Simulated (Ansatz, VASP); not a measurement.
Two plane-wave programs on Te2Mo

File INCAR:

```
SYSTEM = Te2Mo
ALGO     = Normal         ! electronic algorithm
EDIFF    = 1E-6           ! SCF threshold, eV
ENCUT    = 520            ! plane-wave cutoff, eV
GGA      = PE             ! functional
ISIF     = 2              ! what is computed and relaxed
ISMEAR   = -1             ! smearing method
LASPH    = .TRUE.         ! aspherical terms in the spheres
LCHARG   = .FALSE.        ! write CHGCAR
LREAL    = .FALSE.        ! projectors in reciprocal space
LWAVE    = .FALSE.        ! write WAVECAR
NBANDS   = 35             ! bands
NELM     = 80             ! most SCF steps
PREC     = Accurate       ! precision mode
SIGMA    = 0.05           ! smearing width, eV
```

KPOINTS

```
k-points
0
G
  4 8 1
  0 0 0
```

POSCAR

```
Te2Mo
1.0
    6.4863781235      0.0000000000      0.0000000000
    0.0000000000      3.5486635872      0.0000000000
   -0.0874228505      0.0000000000     36.8854017842
Te Mo
4 2
Direct
    0.4292511000      0.7500000000      0.5407035800
    0.5707489000      0.2500000000      0.4592964200
    0.9208478700      0.2500000000      0.5565273200
    0.0791521300      0.7500000000      0.4434726800
    0.1813475600      0.2500000000      0.4974653700
    0.8186524400      0.7500000000      0.5025346300
```

Contents of input.yaml:

```yaml
crystal:
  lattice:
    - [6.4863781235, 0.0, 0.0]
    - [0.0, 3.5486635872, 0.0]
    - [-0.0874228505, 0.0, 36.8854017842]
  atoms:
    - { symbol: Te, position: [0.4292511, 0.75, 0.54070358] }
    - { symbol: Te, position: [0.5707489, 0.25, 0.45929642] }
    - { symbol: Te, position: [0.92084787, 0.25, 0.55652732] }
    - { symbol: Te, position: [0.07915213, 0.75, 0.44347268] }
    - { symbol: Mo, position: [0.18134756, 0.25, 0.49746537] }
    - { symbol: Mo, position: [0.81865244, 0.75, 0.50253463] }
hamiltonian:
  xc: pbe
  pseudopotentials: { kind: paw, source: jth }
kpoints:
  mp_grid: { grid: [4, 8, 1] }
scf:
  occupations: { method: fermi_dirac, width: 0.05 }
output:
  forces: true
  stress: true
  eigenvalues: true
```

Alike in both runs: task single point; functional PBE; k mesh 4 × 8 × 1; occupations fermi-dirac, width 0.05 eV; no spin polarisation.

|  | VASP | Ansatz |
| --- | --- | --- |
| version | VASP 6.6.1 | Ansatz 0.2.0 |
| potentials or method | VASP PAW PBE potentials, release 64 (Te, Mo_sv) | JTH PAW |
| plane-wave cutoff (eV) | 520 | 1800 |
| valence electrons in the cell | 52 | 52 |

Ansatz gave:

```
gap on the k mesh at the Fermi level (eV) : none
rms of the force components (eV/Å)        : 0.206
```

Task: Estimate VASP's values.

Result: gap on the k mesh at the Fermi level (eV): none; rms of the force components (eV/Å): 0.251.

Atom by atom the forces differ by 0.048 eV/Å (rms over components). A gap of «none» marks a metal or a gap that the smearing closes.

Spin-orbit coupling is off throughout.
